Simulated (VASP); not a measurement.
Here is a VASP 6.6.1 calculation.

INCAR

```
SYSTEM = InSb
PREC = Accurate
ENCUT = 600
EDIFF = 1E-6
ISMEAR = 0
SIGMA = 0.1
LREAL = .FALSE.
LASPH = .TRUE.
NELM = 100
ALGO = Normal
ISIF = 3
LWAVE = .FALSE.
LCHARG = .FALSE.
GGA = PE
IBRION = 2
NSW = 100
EDIFFG = -0.005
```

KPOINTS

```
regular mesh
0
G
  14 14 8
  0 0 0
```

POSCAR

```
InSb
1.0
    3.0766560000      0.0000000000      0.0000000000
    0.0000000000      3.0766560000      0.0000000000
    0.0000000000      0.0000000000      6.2154700000
In Sb
1 1
Direct
    0.0000000000      0.0000000000      0.0000000000
    0.0000000000      0.0000000000      0.5000000000
```

Potentials or basis: VASP PAW PBE potentials, release 64 (In_d, Sb).

The run is started by

```console
$ cat potpaw_PBE.64/In_d/POTCAR potpaw_PBE.64/Sb/POTCAR > POTCAR
$ mpirun -np 1 vasp_std > vasp.out
```

What does it give for the band gap on the k mesh?

Zero (bands 9 and 10 overlap by 5.79 eV).

What does it give for the relaxed cell?

a = 3.091 Å, b = 3.091 Å, c = 6.233 Å, α = 90.00°, β = 90.00°, γ = 90.00°.

Final structure:
```yaml
crystal:
  lattice:
    - [3.09068, 0.00000, 0.00000]
    - [0.00000, 3.09068, 0.00000]
    - [0.00000, 0.00000, 6.23294]
  atoms:
    - { symbol: In, position: [0.00000, 0.00000, 0.00000] }
    - { symbol: Sb, position: [0.00000, 0.00000, 0.50000] }
```

Caveat: spin-orbit coupling is left out, which moves the levels of the heavy elements.
